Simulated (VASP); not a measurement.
# MgSnSb2 (P-4m2) in VASP: further runs, part 2 of 2

VASP 6.6.1. Earlier steps stand in the parts before.

## Step 3: Single point, PBEsol

This run uses another cell than the first one, of 34.29 Å³/atom.

Contents of INCAR:

```
PREC     = Accurate       # precision mode
ENCUT    = 520            # plane-wave cutoff, eV
EDIFF    = 1E-6           # SCF threshold, eV
ISMEAR   = -1             # smearing method
SIGMA    = 0.02           # smearing width, eV
LREAL    = False          # projectors in reciprocal space
LASPH    = True           # aspherical terms in the spheres
NELM     = 80             # most SCF steps
ALGO     = Normal         # electronic algorithm
ISIF     = 2              # what is computed and relaxed
LWAVE    = False          # write WAVECAR
LCHARG   = True           # write CHGCAR
GGA      = PS             # functional
LELF     = True           # ELF
LVHAR    = True         
NBANDS   = 21             # bands
```

Contents of KPOINTS:

```
Automatic mesh
0
Gamma
  6 6 4
```

Contents of POSCAR:

```
MgSnSb2
1.0
    4.5880568949      0.0000000000      0.0000000000
    0.0000000000      4.5880568949      0.0000000000
    0.0000000000      0.0000000000      6.5157482719
Mg Sb Sn
1 2 1
Direct
    0.0000000000      0.0000000000      0.0000000000
    0.0000000000      0.5000000000      0.2422646730
    0.5000000000      0.0000000000      0.7577353270
    0.5000000000      0.5000000000      0.5000000000
```

Potentials or basis: VASP PAW PBE potentials, release 64 (Mg, Sb, Sn_d).

Started as:

```
cat potpaw_PBE.64/Mg/POTCAR potpaw_PBE.64/Sb/POTCAR potpaw_PBE.64/Sn_d/POTCAR > POTCAR
mpirun -np 1 vasp_std > vasp.out
```

OUTCAR:

```text
PREC = Accurate
   ENCUT = 520
   EDIFF = 1E-6
   ISMEAR = -1
   LREAL = False
   LASPH = True
   NELM = 80
   ISIF = 2
   GGA = PS

 ion  position               nearest neighbor table
   1  0.000  0.000  0.000-   2 2.78   3 2.78   2 2.78   3 2.78
   2  0.000  0.500  0.242-   1 2.78   1 2.78   4 2.84   4 2.84
   3  0.500  0.000  0.758-   1 2.78   1 2.78   4 2.84   4 2.84
   4  0.500  0.500  0.500-   2 2.84   3 2.84   3 2.84   2 2.84

  LATTYP: Found a simple tetragonal cell.
 ALAT       =     4.5880568949
 C/A-ratio  =     1.4201542006

  Lattice vectors:

 A1 = (   4.5880568949,   0.0000000000,   0.0000000000)
 A2 = (   0.0000000000,   4.5880568949,   0.0000000000)
 A3 = (   0.0000000000,   0.0000000000,   6.5157482719)

Analysis of symmetry for initial positions (statically):
=====================================================================
 Subroutine PRICEL returns:
 Original cell was already a primitive cell.

 Routine SETGRP: Setting up the symmetry group for a
 simple tetragonal supercell.

 Subroutine GETGRP returns: Found  8 space group operations
 (whereof  8 operations were pure point group operations)
 out of a pool of 16 trial point group operations.

The static configuration has the point symmetry D_2d.

Analysis of symmetry for dynamics (positions and initial velocities):
=====================================================================
 Subroutine PRICEL returns:
 Original cell was already a primitive cell.

 Routine SETGRP: Setting up the symmetry group for a
 simple tetragonal supercell.

 Subroutine GETGRP returns: Found  8 space group operations
 (whereof  8 operations were pure point group operations)
 out of a pool of 16 trial point group operations.

The dynamic configuration has the point symmetry D_2d.

 Subroutine INISYM returns: Found  8 space group operations
 (whereof  8 operations are pure point group operations),
 and found     1 'primitive' translations

----------------------------------------------------------------------------------------

                                     Primitive cell

  volume of cell :     137.1582

  direct lattice vectors                    reciprocal lattice vectors
     4.588056895  0.000000000  0.000000000     0.217957193  0.000000000  0.000000000
     0.000000000  4.588056895  0.000000000     0.000000000  0.217957193  0.000000000
     0.000000000  0.000000000  6.515748272     0.000000000  0.000000000  0.153474315

  length of vectors
     4.588056895  4.588056895  6.515748272     0.217957193  0.217957193  0.153474315

  position of ions in fractional coordinates (direct lattice)
     0.000000000  0.000000000  0.000000000
     0.000000000  0.500000000  0.242264673
     0.500000000  0.000000000  0.757735327
     0.500000000  0.500000000  0.500000000

  ion indices of the primitive-cell ions
   primitive index   ion index
                 1           1
                 2           2
                 3           3
                 4           4

----------------------------------------------------------------------------------------

 KPOINTS: Automatic mesh

Automatic generation of k-mesh.
 Grid dimensions read from file:
 generate k-points for:    6    6    4

 Generating k-lattice:

  Cartesian coordinates                     Fractional coordinates (reciprocal lattice)
     0.036326199  0.000000000  0.000000000     0.166666667  0.000000000  0.000000000
     0.000000000  0.036326199  0.000000000     0.000000000  0.166666667  0.000000000
     0.000000000  0.000000000  0.038368579     0.000000000  0.000000000  0.250000000

  Length of vectors
     0.036326199  0.036326199  0.038368579

  Shift w.r.t. Gamma in fractional coordinates (k-lattice)
     0.000000000  0.000000000  0.000000000

 Subroutine IBZKPT returns following result:
 ===========================================

 Found     30 irreducible k-points:

 Following reciprocal coordinates:
            Coordinates               Weight
  0.000000  0.000000  0.000000      1.000000
  0.166667  0.000000  0.000000      4.000000
  0.333333  0.000000  0.000000      4.000000
  0.500000  0.000000  0.000000      2.000000
  0.166667  0.166667  0.000000      4.000000
  0.333333  0.166667  0.000000      8.000000
[... 16 lines left out ...]
  0.333333  0.000000  0.500000      4.000000
  0.500000  0.000000  0.500000      2.000000
 [... further k-points ...]
   k-points           NKPTS =     30   k-points in BZ     NKDIM =     30   number of bands    NBANDS=     21
   number of dos      NEDOS =    301   number of ions     NIONS =      4
   total plane-waves  NPLWV =  62208
   dimension x,y,z NGX =    36 NGY =   36 NGZ =   48
   dimension x,y,z NGXF=    72 NGYF=   72 NGZF=   96
   ions per type =               1   2   1
   NGX,Y,Z   is equivalent  to a cutoff of  13.04, 13.04, 12.25 a.u.
   NGXF,Y,Z  is equivalent  to a cutoff of  26.09, 26.09, 24.49 a.u.
 SYSTEM =  unknown system
   PREC   = accura    normal or accurate (medium, high low for compatibility)
   ISTART =      0    job   : 0-new  1-cont  2-samecut
   ICHARG =      2    charge: 1-file 2-atom 10-const
   ISPIN  =      1    spin polarized calculation?
   LNONCOLLINEAR =      F non collinear calculations
   LSORBIT =      F    spin-orbit coupling
   LASPH  =      T    aspherical Exc in radial PAW
   ENCUT  =  520.0 eV  38.22 Ry    6.18 a.u.   8.53  8.53 12.11*2*pi/ulx,y,z
   NELM   =     80;   NELMIN=  2; NELMDL= -5     # of ELM steps
   EDIFF  = 0.1E-05   stopping-criterion for ELM
   LREAL  =      F    real-space projection
   EDIFFG = 0.1E-04   stopping-criterion for IOM
   NSW    =      0    number of steps for IOM
   IBRION =     -1    ionic relax: 0-MD 1-quasi-New 2-CG
   NFREE  =      0    steps in history (QN), initial steepest desc. (CG)
   ISIF   =      2    stress and relaxation
   ISYM   =      2    0-nonsym 1-usesym 2-fastsym
   POTIM  = 0.5000    time-step for ionic-motion
   TEBEG  =    0.0;   TEEND  =   0.0 temperature during run
   PSTRESS=    0.0 pullay stress
   NELECT =      26.0000    total number of electrons
   NUPDOWN=      -1.0000    fix difference up-down
   EMIN   =  10.00;   EMAX   =-10.00  energy-range for DOS
   EFERMI =   0.00;   METHOD = LEGACY
   ISMEAR =    -1;   SIGMA  =   0.02  broadening in eV -4-tet -1-fermi 0-gaus
   EFERMI_NEDOS =   21; number of points for ismear=-14 and -15
   IALGO  =     38    algorithm
   IMIX   =      4    mixing-type and parameters
     AMIX     =   0.40;   BMIX     =  1.00
     AMIX_MAG =   1.60;   BMIX_MAG =  1.00
  volume/ion in A,a.u.               =      34.29       231.40
  Fermi-wavevector in a.u.,A,eV,Ry     =   0.940427  1.777150 12.033045  0.884404
  Thomas-Fermi vector in A             =   2.067838
   LORBIT       =      0    0 simple, 1 ext, 2 COOP (PROOUT), +10 PAW based schemes
   GGA     = PS    functional components
   LHFCALC =     F    Hartree Fock is set to
   AEXX    =    0.0000 exact exchange contribution
   IVDW    =     0    specifies the selected vdW correction
   LEPSILON=     F    determine dielectric tensor
   LRPA    =     F    only Hartree local field effects (RPA)
 non-spin polarized calculation
  energy-cutoff  :      520.00
  volume of cell :      137.16
 maximum number of plane-waves:      3720
 NGX is ok and might be reduce to    36
   NGX = 17   NGY = 17   NGZ = 25

 number of electron      26.0000009 magnetization

 Free energy of the ion-electron system (eV)
  ---------------------------------------------------
  ext. energy  EPLUGINS =         0.00000000
  ---------------------------------------------------
  free energy    TOTEN  =       -15.37021533 eV

  energy without entropy =      -15.36930832  energy(sigma->0) =      -15.36976182

 E-fermi :   3.8403     XC(G=0):  -8.4664

 val. band max:        3.8247215585   @ k =   0.1667   0.0000   0.0000
 cond. band min:       3.8784830332   @ k =   0.0000   0.0000   0.0000
 fundamental gap:      0.0537614747
 Fermi energy:         3.8403107894

 k-point     1 :       0.0000    0.0000    0.0000
  band No.  band energies     occupation
      1     -17.6442      2.00000
      2     -17.6427      2.00000
      3     -17.6427      2.00000
      4     -17.6228      2.00000
      5     -17.6014      2.00000
      6      -6.7694      2.00000
[... 550 lines left out ...]
      5     -17.6032      2.00000
      6      -5.8426      2.00000
[... 13 lines left out ...]
     20       9.8369      0.00000
     21      10.0148      0.00000

 [... further k-points ...]

------------------------ aborting loop because EDIFF is reached ----------------------------------------

  FORCE on cell =-STRESS in cart. coord.  units (eV):
  Direction    XX          YY          ZZ          XY          YZ          ZX
  --------------------------------------------------------------------------------------
  -------------------------------------------------------------------------------------
  Total        0.0609824      0.0609824      0.0925706      0.0000000      0.0000000     -0.0000000
  in kB        0.7123493      0.7123493      1.0813384      0.0000000      0.0000000     -0.0000000
  external PRESSURE =       0.8353457 kB  Pullay stress =       0.0000000 kB

 VOLUME and BASIS-vectors are now :
 -----------------------------------------------------------------------------
  energy-cutoff  :      520.00
  volume of cell :      137.16
      direct lattice vectors                 reciprocal lattice vectors
     4.588056895  0.000000000  0.000000000     0.217957193  0.000000000  0.000000000
     0.000000000  4.588056895  0.000000000     0.000000000  0.217957193  0.000000000
     0.000000000  0.000000000  6.515748272     0.000000000  0.000000000  0.153474315

 POSITION                                       TOTAL-FORCE (eV/Angst)
 -----------------------------------------------------------------------------------
      0.00000      0.00000      0.00000         0.000000      0.000000      0.000000
      0.00000      2.29403      1.57854         0.000000      0.000000     -0.008332
      2.29403      0.00000      4.93721        -0.000000      0.000000      0.008332
      2.29403      2.29403      3.25787         0.000000     -0.000000      0.000000
 -----------------------------------------------------------------------------------
    total drift:                                0.000000      0.000000      0.000000

  FREE ENERGIE OF THE ION-ELECTRON SYSTEM (eV)
  ---------------------------------------------------
  free  energy   TOTEN  =       -15.3702153284 eV

  energy  without entropy=      -15.3693083156  energy(sigma->0) =      -15.36976182
```

Wall time 85 s (1 thread of AMD EPYC 9755, shared host); peak memory 0.26 GiB.

What came out:

| Item | Value |
| --- | --- |
| Free energy | -15.3702 eV |
| Pressure | 0.1 GPa |
| Largest force | 0.008 eV/Å |
| Band gap on the k mesh | zero (bands 13 and 14 overlap by 0.21 eV) |

Forces on the atoms (eV/Å):
```
Mg   0.000  0.000  0.000
Sb   0.000  0.000 -0.008
Sb   0.000  0.000  0.008
Sn   0.000  0.000  0.000
```

Levels at points of the mesh, in eV from the Fermi level:
```csv
k point,band 10,band 11,band 12,band 13,band 14,band 15,band 16,band 17
"(0.00, 0.00, 0.00)",-2.23,-0.32,-0.28,0.04,0.04,1.09,2.48,2.94
"(0.50, 0.00, 0.00)",-2.71,-2.64,-1.60,-0.37,1.13,3.38,3.53,3.69
"(0.50, 0.50, 0.00)",-2.84,-2.16,-2.16,-1.26,0.39,1.27,1.27,2.73
"(0.00, 0.00, 0.50)",-1.91,-1.91,-0.75,-0.75,1.07,1.08,3.18,3.57
"(0.50, 0.00, 0.50)",-1.54,-1.35,-0.69,-0.33,-0.17,2.26,2.91,3.33
"(0.50, 0.50, 0.50)",-3.07,-2.57,-2.57,-2.04,2.58,3.54,3.54,3.93
```

Caveat: semilocal functionals underestimate gaps, and a narrow one can read as zero; the PAW data sets were made with another functional, which shifts forces and pressure a little; spin-orbit coupling is left out, which moves the levels of the heavy elements.

## Step 4: Single point, PBE

This run uses another cell than the first one, of 34.68 Å³/atom.

Contents of INCAR:

```
  PREC = Accurate
  ENCUT = 520
  EDIFF = 1E-6
  ISMEAR = -1
  SIGMA = 0.02
  LREAL = F
  LASPH = T
  NELM = 80
  ALGO = Normal
  ISIF = 2
  LWAVE = F
  LCHARG = F
  GGA = PE
  NBANDS = 21
```

Contents of KPOINTS:

```
regular mesh
0
Gamma
  6 6 4
```

Contents of POSCAR:

```
MgSnSb2
1.0
    4.6004806803      0.0000000000      0.0000000000
    0.0000000000      4.6004806803      0.0000000000
    0.0000000000      0.0000000000      6.5552380318
Mg Sb Sn
1 2 1
Direct
    0.0000000000      0.0000000000      0.0000000000
    0.0000000000      0.5000000000      0.2428810204
    0.5000000000      0.0000000000      0.7571189796
    0.5000000000      0.5000000000      0.5000000000
```

Started as:

```
cat potpaw_PBE.64/Mg/POTCAR potpaw_PBE.64/Sb/POTCAR potpaw_PBE.64/Sn_d/POTCAR > POTCAR
mpirun -np 1 vasp_std > vasp.out
```

Wall time 2 min (1 thread of AMD EPYC 9755, shared host); peak memory 0.26 GiB.

The run converged. Its results:

| Quantity | Value |
| --- | --- |
| Free energy | -14.0906 eV |
| Pressure | 1.2 GPa |
| Largest force | 0.127 eV/Å |
| Band gap on the k mesh | zero (bands 13 and 14 overlap by 0.16 eV) |

Forces on the atoms (eV/Å):
```
Mg   0.000  0.000  0.000
Sb   0.000  0.000 -0.127
Sb   0.000  0.000  0.127
Sn   0.000  0.000  0.000
```

Levels at points of the mesh, in eV from the Fermi level:
| k point | band 10 | band 11 | band 12 | band 13 | band 14 | band 15 | band 16 | band 17 |
| --- | --- | --- | --- | --- | --- | --- | --- | --- |
| (0.00, 0.00, 0.00) | -2.18 | -0.31 | -0.26 | 0.04 | 0.04 | 1.17 | 2.54 | 2.95 |
| (0.50, 0.00, 0.00) | -2.65 | -2.59 | -1.57 | -0.35 | 1.15 | 3.44 | 3.53 | 3.70 |
| (0.50, 0.50, 0.00) | -2.80 | -2.13 | -2.13 | -1.24 | 0.46 | 1.37 | 1.37 | 2.77 |
| (0.00, 0.00, 0.50) | -1.88 | -1.88 | -0.72 | -0.72 | 1.11 | 1.14 | 3.25 | 3.61 |
| (0.50, 0.00, 0.50) | -1.51 | -1.34 | -0.69 | -0.32 | -0.13 | 2.26 | 2.94 | 3.35 |
| (0.50, 0.50, 0.50) | -3.04 | -2.51 | -2.51 | -1.99 | 2.56 | 3.56 | 3.56 | 3.97 |

Caveat: semilocal functionals underestimate gaps, and a narrow one can read as zero; spin-orbit coupling is left out, which moves the levels of the heavy elements.

## Step 5: Single point, LDA

This run uses another cell than the first one, of 34.68 Å³/atom.

Contents of INCAR:

```
SYSTEM = MgSnSb2
PREC = Accurate
ENCUT = 520
EDIFF = 1E-7
ISMEAR = -1
SIGMA = 0.02
LREAL = .False.
LASPH = .True.
NELM = 80
ALGO = Normal
ISIF = 2
LWAVE = .False.
LCHARG = .False.
NBANDS = 21
```

Contents of KPOINTS:

```
regular mesh
0
Gamma
  6 6 4
  0 0 0
```

POSCAR is that of step 4.

Potentials or basis: VASP PAW LDA potentials, release 64 (Mg, Sb, Sn_d).

Started as:

```
cat potpaw_LDA.64/Mg/POTCAR potpaw_LDA.64/Sb/POTCAR potpaw_LDA.64/Sn_d/POTCAR > POTCAR
mpirun -np 1 vasp_std > vasp.out
```

Wall time 1.7 min (1 thread of AMD EPYC 9755, shared host); peak memory 0.22 GiB.

The run converged. Its results:

- Free energy: -16.2391 eV
- Pressure: -1.6 GPa
- Largest force: 0.011 eV/Å
- Band gap on the k mesh: zero (bands 13 and 14 overlap by 0.25 eV)

Forces in eV/Å, atoms in the order of the input:
```
Mg   0.000  0.000  0.000
Sb   0.000  0.000 -0.011
Sb   0.000  0.000  0.011
Sn   0.000  0.000  0.000
```

Stress tensor (GPa, compression positive):
```
-1.55  0.00  0.00
 0.00 -1.55  0.00
 0.00  0.00 -1.64
```

Levels at points of the mesh, in eV from the Fermi level:
```tsv
k point	band 10	band 11	band 12	band 13	band 14	band 15	band 16	band 17
(0.00, 0.00, 0.00)	-2.19	-0.37	-0.33	0.04	0.04	1.09	2.42	2.91
(0.50, 0.00, 0.00)	-2.68	-2.62	-1.58	-0.35	1.07	3.37	3.48	3.62
(0.50, 0.50, 0.00)	-2.82	-2.14	-2.14	-1.24	0.38	1.28	1.28	2.68
(0.00, 0.00, 0.50)	-1.89	-1.89	-0.73	-0.73	1.04	1.06	3.16	3.52
(0.50, 0.00, 0.50)	-1.53	-1.37	-0.70	-0.32	-0.21	2.15	2.90	3.29
(0.50, 0.50, 0.50)	-3.05	-2.54	-2.54	-2.00	2.48	3.49	3.49	3.89
```

Caveat: semilocal functionals underestimate gaps, and a narrow one can read as zero; spin-orbit coupling is left out, which moves the levels of the heavy elements.

## Step 6: Summary

```csv
level,potentials or basis,cell,gap on the mesh (eV),pressure (GPa),largest force (eV/Å)
LDA,"VASP PAW LDA potentials, release 64 (Mg, Sb, Sn_d)","a = 4.544, b = 4.544, c = 6.446 Å, 4 atoms, atomic positions A",none,0.0,0.02
PBEsol,"VASP PAW PBE potentials, release 64 (Mg, Sb, Sn_d)","a = 4.588, b = 4.588, c = 6.516 Å, 4 atoms, atomic positions B",none,0.1,0.01
PBE,"VASP PAW PBE potentials, release 64 (Mg, Sb, Sn_d)","a = 4.600, b = 4.600, c = 6.555 Å, 4 atoms, atomic positions C",none,1.2,0.13
LDA,"VASP PAW LDA potentials, release 64 (Mg, Sb, Sn_d)","a = 4.600, b = 4.600, c = 6.555 Å, 4 atoms, atomic positions C",none,-1.6,0.01
```

Alike in all rows: task single point; no spin polarisation; k mesh 6 × 6 × 4; cutoff (eV) 520; smearing fermi-dirac 0.02 eV.

Caveats: semilocal functionals underestimate gaps, and a narrow one can read as zero; spin-orbit coupling is left out, which moves the levels of the heavy elements; the PAW data sets were made with another functional, which shifts forces and pressure a little (at least some runs).

Absolute energies hang on the potentials; compare differences alone.

The gap in the log of VASP goes by the Fermi energy; the results here count the filled bands.